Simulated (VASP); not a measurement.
Mo, 1 atom in the cell. It takes space group P6/mmm (No. 191, hexagonal). The conventional cell has a = 2.954 Å, b = 2.954 Å, c = 2.148 Å, α = 90.00°, β = 90.00°, γ = 120.00°. Mo (site symmetry 6/mmm) has 2 Mo at 2.15 Å within 2.8 Å. This isn't the form of Mo at room conditions, which is bcc. This cell differs from its parent crystal: ratio of the length along z to the lengths across it x 0.8, volume and fractional coordinates fixed.

| Property | Result |
| --- | --- |
| Program | VASP 6.6.1 |
| Task | single point |
| Functional | PBEsol |
| Potentials or basis | VASP PAW PBE potentials, release 64 (Mo_sv) |
| Cutoff | 520 eV |
| k mesh | 30 × 30 × 26 |
| Occupations | gaussian, width 0.15 eV |
| Spin | no spin polarisation |
| Dipole correction | no |
| Further INCAR settings | ALGO = Fast; EDIFF = 1e-07; NBANDS = 13 |

Potentials or basis: VASP PAW PBE potentials, release 64 (Mo_sv).

Run with:

```console
$ cat potpaw_PBE.64/Mo_sv/POTCAR > POTCAR
$ mpirun -np 1 vasp_std > vasp.out
```

Hardware: 1 thread of Intel Xeon 8259CL, on a shared host.

**Question.** How long does it take, and how much memory?

**Answer.** Wall time 2.5 min on 1 thread of Intel Xeon 8259CL (shared host), peak memory 0.35 GiB. Counts: scf iterations 14, k points 1274.
